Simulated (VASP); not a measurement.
Runs of VASP 6.6.1 on AlGa3N2. The structure is that of space group P4/mmm (No. 123), or close to it. The cells are those of the table. 

```csv
task,spin,cell,k mesh,cutoff (eV),gap on the mesh (eV),pressure (GPa),largest force (eV/Å)
single point,off,"a = 3.160, b = 3.160, c = 10.563 Å, 6 atoms",6 × 6 × 2,520,none,-15.7,(a)
single point,"collinear, ferromagnetic start","a = 2.899, b = 2.899, c = 10.061 Å, 6 atoms",6 × 6 × 2,520,none,0.0,0.02
relaxation of cell and atoms,off,"relaxed from a = 3.160, b = 3.160, c = 10.563 Å, 6 atoms",6 × 6 × 2,600,none,-0.1,0.01
single point,off,"a = 2.899, b = 2.899, c = 10.093 Å, 6 atoms",14 × 14 × 4,520,none,(b),0.02
single point,off,"a = 2.899, b = 2.899, c = 10.061 Å, 6 atoms",6 × 6 × 2,520,none,0.1,0.02
```

Alike in all rows: level PBE; potentials or basis VASP PAW PBE potentials, release 64 (Al, Ga_d, N); smearing gaussian 0.1 eV.

Estimate the missing entries.

(a) 1.12; (b) 0.3.

Caveats: some runs use coarse meshes; forces of over 1 eV/Å act on the atoms, so gaps and moduli don't describe the material at rest (some runs).

A k mesh can miss the band edges, and the runs leave out spin-orbit coupling on Ga.

A gap of «none» marks levels without a gap at the run's occupations.
